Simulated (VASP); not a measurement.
Runs of VASP 6.6.1 on LiH. The structure is that of space group F-43m (No. 216), or close to it. The cells are those of the table. 

```csv
level,cell,k mesh,smearing,grid for exact exchange (PRECFOCK),screening parameter,gap on the mesh (eV)
HSE06,"a = 2.929 Å, angles 60.0°, 2 atoms",8 × 8 × 8,gaussian 0.01 eV,Normal,0.2079 1/Å,(a)
HSE06,"a = 3.084, b = 3.084, c = 3.034 Å, angles 60.5, 60.5, 58.9°, 2 atoms",8 × 8 × 8,gaussian 0.01 eV,Normal,0.2079 1/Å,5.13
r2SCAN,"a = 3.084, b = 3.084, c = 3.034 Å, angles 60.5, 60.5, 58.9°, 2 atoms",10 × 10 × 10,gaussian 0.01 eV,-,-,4.70
r2SCAN,"a = 2.929 Å, angles 60.0°, 2 atoms",10 × 10 × 10,gaussian 0.01 eV,-,-,4.97
PBE,"a = 2.929 Å, angles 60.0°, 2 atoms",10 × 10 × 10,fermi-dirac 0.02 eV,-,-,(b)
```

Alike in all rows: task single point; potentials or basis VASP PAW PBE potentials, release 64 (Li_sv, H); no spin polarisation; cutoff (eV) 520.

Q: Fill in the values left out.

A: (a) 5.43; (b) 4.41.

A k mesh can miss the band edges.
